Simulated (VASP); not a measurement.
A run of VASP 6.6.1 is set up as follows.

INCAR

```
ALGO = Normal
EDIFF = 1E-6
ENCUT = 520
GGA = CA
ISIF = 2
ISMEAR = -1
LASPH = True
LCHARG = True
LELF = True
LREAL = False
LVHAR = True
LWAVE = False
NBANDS = 9
NELM = 60
PREC = Accurate
SIGMA = 0.05
```

Contents of KPOINTS:

```
k-points
0
Gamma
  19 19 19
```

POSCAR

```
Se
1.0
    2.5057462682      0.0597459081      0.0935559897
   -0.6848540356      2.4110804392      0.0935559897
   -0.6848540356     -0.9293001337      2.2267606223
Se
1
Direct
    0.0000000000      0.0000000000      0.0000000000
```

Potentials or basis: VASP PAW LDA potentials, release 64 (Se).

The run is started by

```console
$ cat potpaw_LDA.64/Se/POTCAR > POTCAR
$ mpirun -np 1 vasp_std > vasp.out
```

(1) What does it give for the pressure?

(2) Estimate the band gap on the k mesh.

Results:

(1) 61.0 GPa.

(2) zero (band 3 reaches 16.53 eV, above the bottom of band 4 at 5.77 eV).
